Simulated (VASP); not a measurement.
# W (P6/mmm) in VASP: notebook, part 2 of 2

VASP 6.6.1. The steps go on from the part before.

### 4 Relaxation of cell and atoms, PBE, target pressure 97 GPa, at which the enthalpy is minimised

This run uses another cell than the first one: it holds 1 atom, not 3.

INCAR reads:

```
PREC = Accurate
ENCUT = 600
EDIFF = 1E-6
ISMEAR = -1
SIGMA = 0.08
LREAL = False
LASPH = True
NELM = 80
ALGO = Normal
ISIF = 3
LWAVE = False
LCHARG = False
GGA = PE
IBRION = 2
NSW = 60
EDIFFG = -0.005
PSTRESS = 970.0
```

KPOINTS reads:

```
regular mesh
0
Gamma
  17 17 16
```

POSCAR reads:

```
W
1.0
    2.5502481115      0.0000000000      0.0000000000
   -1.2751240557      2.2085796505      0.0000000000
    0.0000000000      0.0000000000      2.3972332248
W
1
Direct
    0.0000000000      0.0000000000      0.0000000000
```

Potentials or basis: VASP PAW PBE potentials, release 64 (W_sv).

Launch:

```console
$ cat potpaw_PBE.64/W_sv/POTCAR > POTCAR
$ mpirun -np 1 vasp_std > vasp.out
```

OUTCAR:

```text
PREC = Accurate
   ENCUT = 600
   EDIFF = 1E-6
   ISMEAR = -1
   LREAL = False
   LASPH = True
   NELM = 80
   ISIF = 3
   GGA = PE
   IBRION = 2
   NSW = 60
   EDIFFG = -0.005
   PSTRESS = 970.0

 ion  position               nearest neighbor table
   1  0.000  0.000  0.000-

  LATTYP: Found a hexagonal cell.
 ALAT       =     2.5502481115
 C/A-ratio  =     0.9400000000

  Lattice vectors:

 A1 = (   2.5502481115,   0.0000000000,   0.0000000000)
 A2 = (  -1.2751240557,   2.2085796505,   0.0000000000)
 A3 = (   0.0000000000,   0.0000000000,   2.3972332248)

Analysis of symmetry for initial positions (statically):
=====================================================================
 Subroutine PRICEL returns:
 Original cell was already a primitive cell.

 Routine SETGRP: Setting up the symmetry group for a
 hexagonal supercell.

 Subroutine GETGRP returns: Found 24 space group operations
 (whereof 24 operations were pure point group operations)
 out of a pool of 24 trial point group operations.

The static configuration has the point symmetry D_6h.

Analysis of symmetry for dynamics (positions and initial velocities):
=====================================================================
 Subroutine PRICEL returns:
 Original cell was already a primitive cell.

 Routine SETGRP: Setting up the symmetry group for a
 hexagonal supercell.

 Subroutine GETGRP returns: Found 24 space group operations
 (whereof 24 operations were pure point group operations)
 out of a pool of 24 trial point group operations.

The dynamic configuration has the point symmetry D_6h.

 Subroutine INISYM returns: Found 24 space group operations
 (whereof 24 operations are pure point group operations),
 and found     1 'primitive' translations

----------------------------------------------------------------------------------------

                                     Primitive cell

  volume of cell :      13.5022

  direct lattice vectors                    reciprocal lattice vectors
     2.550248112  0.000000000  0.000000000     0.392118710  0.226389843  0.000000000
    -1.275124056  2.208579650  0.000000000     0.000000000  0.452779686  0.000000000
     0.000000000  0.000000000  2.397233225     0.000000000  0.000000000  0.417147564

  length of vectors
     2.550248112  2.550248111  2.397233225     0.452779686  0.452779686  0.417147564

  position of ions in fractional coordinates (direct lattice)
     0.000000000  0.000000000  0.000000000

  ion indices of the primitive-cell ions
   primitive index   ion index
                 1           1

----------------------------------------------------------------------------------------

 KPOINTS: regular mesh

Automatic generation of k-mesh.
 Grid dimensions read from file:
 generate k-points for:   17   17   16

 Generating k-lattice:

[... 20 lines left out ...]
  0.117647  0.000000  0.000000      6.000000
  0.176471  0.000000  0.000000      6.000000
  0.235294  0.000000  0.000000      6.000000
  0.294118  0.000000  0.000000      6.000000
[... 16 lines left out ...]
  0.411765  0.117647  0.000000     12.000000
  0.176471  0.176471  0.000000      6.000000
 [... further k-points ...]
   k-points           NKPTS =    297   k-points in BZ     NKDIM =    297   number of bands    NBANDS=     11
   number of dos      NEDOS =    301   number of ions     NIONS =      1
   total plane-waves  NPLWV =   8000
   dimension x,y,z NGX =    20 NGY =   20 NGZ =   20
   dimension x,y,z NGXF=    40 NGYF=   40 NGZF=   40
   ions per type =               1
   NGX,Y,Z   is equivalent  to a cutoff of  13.04, 13.04, 13.87 a.u.
   NGXF,Y,Z  is equivalent  to a cutoff of  26.08, 26.08, 27.74 a.u.
 SYSTEM =  unknown system
   PREC   = accura    normal or accurate (medium, high low for compatibility)
   ISTART =      0    job   : 0-new  1-cont  2-samecut
   ICHARG =      2    charge: 1-file 2-atom 10-const
   ISPIN  =      1    spin polarized calculation?
   LNONCOLLINEAR =      F non collinear calculations
   LSORBIT =      F    spin-orbit coupling
   LASPH  =      T    aspherical Exc in radial PAW
   ENCUT  =  600.0 eV  44.10 Ry    6.64 a.u.   5.09  5.09  4.79*2*pi/ulx,y,z
   NELM   =     80;   NELMIN=  2; NELMDL= -5     # of ELM steps
   EDIFF  = 0.1E-05   stopping-criterion for ELM
   LREAL  =      F    real-space projection
   EDIFFG = -.5E-02   stopping-criterion for IOM
   NSW    =     60    number of steps for IOM
   IBRION =      2    ionic relax: 0-MD 1-quasi-New 2-CG
   NFREE  =      1    steps in history (QN), initial steepest desc. (CG)
   ISIF   =      3    stress and relaxation
   ISYM   =      2    0-nonsym 1-usesym 2-fastsym
   POTIM  = 0.5000    time-step for ionic-motion
   TEBEG  =    0.0;   TEEND  =   0.0 temperature during run
   PSTRESS=  970.0 pullay stress
   NELECT =      14.0000    total number of electrons
   NUPDOWN=      -1.0000    fix difference up-down
   EMIN   =  10.00;   EMAX   =-10.00  energy-range for DOS
   EFERMI =   0.00;   METHOD = LEGACY
   ISMEAR =    -1;   SIGMA  =   0.08  broadening in eV -4-tet -1-fermi 0-gaus
   EFERMI_NEDOS =   21; number of points for ismear=-14 and -15
   IALGO  =     38    algorithm
   IMIX   =      4    mixing-type and parameters
     AMIX     =   0.40;   BMIX     =  1.00
     AMIX_MAG =   1.60;   BMIX_MAG =  1.00
  volume/ion in A,a.u.               =      13.50        91.12
  Fermi-wavevector in a.u.,A,eV,Ry     =   1.656974  3.131226 37.355631  2.745561
  Thomas-Fermi vector in A             =   2.744806
   LORBIT       =      0    0 simple, 1 ext, 2 COOP (PROOUT), +10 PAW based schemes
   GGA     = PE    functional components
   LHFCALC =     F    Hartree Fock is set to
   AEXX    =    0.0000 exact exchange contribution
   IVDW    =     0    specifies the selected vdW correction
   LEPSILON=     F    determine dielectric tensor
   LRPA    =     F    only Hartree local field effects (RPA)
 conjugate gradient relaxation of ions
 non-spin polarized calculation
  energy-cutoff  :      600.00
  volume of cell :       13.50
 maximum number of plane-waves:       466
   NGX = 11   NGY = 11   NGZ =  9

--------------------------------------- Ionic step        1  -------------------------------------------

 number of electron      14.0000001 magnetization

 Free energy of the ion-electron system (eV)
  ---------------------------------------------------
  ext. energy  EPLUGINS =         0.00000000
  ---------------------------------------------------
  free energy    TOTEN  =       -10.71985553 eV

  energy without entropy =      -10.70685747  energy(sigma->0) =      -10.71335650

------------------------ aborting loop because EDIFF is reached ----------------------------------------

  FORCE on cell =-STRESS in cart. coord.  units (eV):
  Direction    XX          YY          ZZ          XY          YZ          ZX
  --------------------------------------------------------------------------------------
  -------------------------------------------------------------------------------------
  Total        9.3431093      9.3431093      8.0850535      0.0000000      0.0000000      0.0000000
  in kB     1108.6544956   1108.6544956    959.3734369      0.0000000      0.0000000      0.0000000
  external PRESSURE =      88.8941427 kB  Pullay stress =     970.0000000 kB
[... 209 lines left out ...]
--------------------------------------- Ionic step        7  -------------------------------------------

 number of electron      14.0000001 magnetization

 Free energy of the ion-electron system (eV)
  ---------------------------------------------------
  ext. energy  EPLUGINS =         0.00000000
  ---------------------------------------------------
  free energy    TOTEN  =       -10.84738116 eV

  energy without entropy =      -10.83358124  energy(sigma->0) =      -10.84048120

 E-fermi :  13.5692     XC(G=0): -14.3936

 val. band max:       13.5486002117   @ k =   0.2353   0.2353   0.5000
 cond. band min:      13.5923202948   @ k =   0.2353   0.1176   0.3750
 fundamental gap:      0.0437200831
 Fermi energy:        13.5692073131

 k-point     1 :       0.0000    0.0000    0.0000
  band No.  band energies     occupation
      1     -60.3555      2.00000
      2     -23.5099      2.00000
      3     -23.5099      2.00000
      4     -23.3761      2.00000
      5       3.4298      2.00000
      6       7.5828      2.00000
      7      12.3407      2.00000
      8      12.3407      2.00000
      9      20.5134      0.00000
     10      20.5134      0.00000
     11      26.3161      0.00000
[... 309 lines left out ...]
 k-point    24 :       0.1765    0.1765    0.0000
  band No.  band energies     occupation
      1     -60.1771      2.00000
      2     -25.0109      2.00000
      3     -24.0422      2.00000
      4     -23.1942      2.00000
      5       6.9565      2.00000
      6       9.5563      2.00000
      7       9.6478      2.00000
      8      16.7835      0.00000
      9      17.3411      0.00000
     10      19.2431      0.00000
     11      28.0364      0.00000

 [... further k-points ...]
[... 5 lines left out ...]
  --------------------------------------------------------------------------------------
  -------------------------------------------------------------------------------------
  Total        8.2913059      8.2913059      8.2911564      0.0000000      0.0000000      0.0000000
  in kB      970.0173622    970.0173622    969.9998660      0.0000000      0.0000000      0.0000000
  external PRESSURE =       0.0115301 kB  Pullay stress =     970.0000000 kB
[... 20 lines left out ...]
  energy  without entropy=      -10.8335812388  energy(sigma->0) =      -10.84048120

  enthalpy is  TOTEN    =        -2.5562236377 eV   P V=        8.2911575242

 reached required accuracy - stopping structural energy minimisation
```

CONTCAR:

```text
W
   1.00000000000000
     2.5741092566914743    0.0000000000098214    0.0000000000000000
    -1.2870546282867636    2.2292440083899985   -0.0000000000000000
    -0.0000000000000000   -0.0000000000000000    2.3865439142745686
  W
     1
Direct
     0.0000000000000000    0.0000000000000000    0.0000000000000000

  0.00000000E+00  0.00000000E+00  0.00000000E+00
```

Run time: 2 min. Hardware: 1 thread of Intel Xeon 6975P-C (Granite Rapids), shared host; peak memory 0.18 GiB.

Results:

```
Free energy                                                : -10.8474 eV
Relaxed volume                                             : 13.69 Å³/atom
Relaxed cell                                               : a = 2.574 Å, b = 2.574 Å, c = 2.387 Å, α = 90.00°, β = 90.00°, γ = 120.00°
Space group after relaxing (to 0.1 Å)                      : P6/mmm (No. 191)
Energy change on relaxing (the run minimises the enthalpy) : -127.5 meV/atom
Ionic steps                                                : 7
Pressure after relaxing                                    : 97.0 GPa
Band gap on the k mesh                                     : zero (bands 7 and 8 overlap by 2.25 eV)
```

Step by step:
| step | energy change (eV) | largest force (eV/Å) | pressure (GPa) | volume (Å³) |
| --- | --- | --- | --- | --- |
| 1 | 0.0000 | 0.0000 | 105.89 | 13.50 |
| 2 | -0.6645 | 0.0000 | 51.30 | 15.00 |
| 3 | -0.1602 | 0.0000 | 94.70 | 13.75 |
| 4 | -0.1506 | 0.0000 | 95.38 | 13.73 |
| 5 | -0.0469 | 0.0000 | 102.29 | 13.57 |
| 6 | -0.1282 | 0.0000 | 96.98 | 13.70 |
| 7 | -0.1275 | 0.0000 | 97.00 | 13.69 |

Final structure:
```
CELL_PARAMETERS angstrom
2.57411 0.00000 0.00000
-1.28705 2.22924 0.00000
0.00000 0.00000 2.38654
ATOMIC_POSITIONS crystal
W 0.00000 0.00000 0.00000
```

Caveat: the cell is relaxed towards a set pressure, so the run minimises the enthalpy, not the energy; spin-orbit coupling is left out, which moves the levels of the heavy elements.

### 5 Relaxation of cell and atoms, PBE, target pressure 97 GPa, at which the enthalpy is minimised

This run uses another cell than the first one: it holds 1 atom, not 3.

INCAR reads:

```
SYSTEM = W
PREC     = Accurate       ! precision mode
ENCUT    = 600            ! plane-wave cutoff, eV
EDIFF    = 1E-6           ! SCF threshold, eV
ISMEAR   = -1             ! smearing method
SIGMA    = 0.08           ! smearing width, eV
LREAL    = .FALSE.        ! projectors in reciprocal space
LASPH    = .TRUE.         ! aspherical terms in the spheres
NELM     = 60             ! most SCF steps
ALGO     = Normal         ! electronic algorithm
ISIF     = 3              ! what is computed and relaxed
LWAVE    = .FALSE.        ! write WAVECAR
LCHARG   = .FALSE.        ! write CHGCAR
GGA      = PE             ! functional
IBRION   = 2              ! ionic algorithm
NSW      = 32             ! ionic steps
EDIFFG   = -0.005         ! ionic threshold
PSTRESS  = 970.0
```

KPOINTS reads:

```
Automatic mesh
0
G
  17 17 16
  0 0 0
```

POSCAR reads:

```
W
1.0
    2.5715184364      0.0000000000      0.0000000000
   -1.2857592182      2.2270002923      0.0000000000
    0.0000000000      0.0000000000      2.3785595417
W
1
Direct
    0.0000000000      0.0000000000      0.0000000000
```

Launch:

```console
$ cat potpaw_PBE.64/W_sv/POTCAR > POTCAR
$ mpirun -np 1 vasp_std > vasp.out
```

It took 2.3 min on 1 thread of Intel Xeon 6975P-C (Granite Rapids), shared host; peak memory 0.18 GiB.

The run converged. Its results:

- Free energy: -10.8480 eV
- Relaxed volume: 13.70 Å³/atom
- Relaxed cell: a = 2.574 Å, b = 2.574 Å, c = 2.387 Å, α = 90.00°, β = 90.00°, γ = 120.00°
- Space group after relaxing (to 0.1 Å): P6/mmm (No. 191)
- Energy change on relaxing (the run minimises the enthalpy): -45.8 meV/atom
- Ionic steps: 12
- Pressure after relaxing: 97.0 GPa
- Band gap on the k mesh: zero (bands 7 and 8 overlap by 2.25 eV)

Step by step:
| step | energy change (eV) | largest force (eV/Å) | pressure (GPa) | volume (Å³) |
| --- | --- | --- | --- | --- |
| 1 | 0.0000 | 0.0000 | 100.16 | 13.62 |
| 2 | -0.2973 | 0.0000 | 78.57 | 14.16 |
| 3 | -0.0481 | 0.0000 | 96.79 | 13.70 |
| 4 | -0.0472 | 0.0000 | 96.83 | 13.70 |
| 5 | -0.0390 | 0.0000 | 97.48 | 13.68 |
| 6 | -0.0450 | 0.0000 | 97.04 | 13.69 |
| 7 | -0.0451 | 0.0000 | 97.03 | 13.69 |
| 8 | -0.0462 | 0.0000 | 96.94 | 13.70 |
| 9 | -0.0454 | 0.0000 | 96.99 | 13.69 |
| 10 | -0.0452 | 0.0000 | 96.99 | 13.69 |
| 11 | -0.0452 | 0.0000 | 97.00 | 13.69 |
| 12 | -0.0458 | 0.0000 | 96.96 | 13.70 |

Final structure:
```
CELL_PARAMETERS angstrom
2.57415 0.00000 0.00000
-1.28707 2.22928 0.00000
0.00000 0.00000 2.38664
ATOMIC_POSITIONS crystal
W 0.00000 0.00000 0.00000
```

Levels at points of the mesh, in eV from the Fermi level:
| k point | band 3 | band 4 | band 5 | band 6 | band 7 | band 8 | band 9 | band 10 | band 11 |
| --- | --- | --- | --- | --- | --- | --- | --- | --- | --- |
| (0.00, 0.00, 0.00) | -37.08 | -36.95 | -10.14 | -5.99 | -1.23 | -1.23 | 6.94 | 6.94 | 12.75 |
| (0.00, 0.00, 0.50) | -36.79 | -36.79 | -5.96 | -0.58 | 0.13 | 0.13 | 1.27 | 1.27 | 14.08 |

Caveat: the cell is relaxed towards a set pressure, so the run minimises the enthalpy, not the energy; spin-orbit coupling is left out, which moves the levels of the heavy elements.

### 6 The runs side by side

```csv
task,cell,k mesh,cutoff (eV),gap on the mesh (eV),pressure (GPa)
single point,"a = 4.328, b = 4.328, c = 2.446 Å, angles 90.0, 90.0, 120.0°, 3 atoms, atomic positions A",9 × 9 × 12,520,none,99.5
single point,"a = 4.327, b = 4.327, c = 2.445 Å, angles 90.0, 90.0, 120.0°, 3 atoms, atomic positions A",9 × 9 × 12,520,none,100.0
relaxation of cell and atoms,"relaxed to 97 GPa from a = 2.550, b = 2.550, c = 2.397 Å, angles 90.0, 90.0, 120.0°, 1 atom, atomic positions B",17 × 17 × 16,600,none,97.0
relaxation of cell and atoms,"relaxed to 97 GPa from a = 2.572, b = 2.572, c = 2.379 Å, angles 90.0, 90.0, 120.0°, 1 atom, atomic positions B",17 × 17 × 16,600,none,97.0
```

Alike in all rows: level PBE; potentials or basis VASP PAW PBE potentials, release 64 (W_sv); no spin polarisation; smearing fermi-dirac 0.08 eV.

Caveats: spin-orbit coupling is left out, which moves the levels of the heavy elements; the cell stands under pressure (at least some runs); the cell is relaxed towards a set pressure, so the run minimises the enthalpy, not the energy (at least some runs).

Total energies depend on the potentials used, so only differences within one code and one set of settings carry meaning.
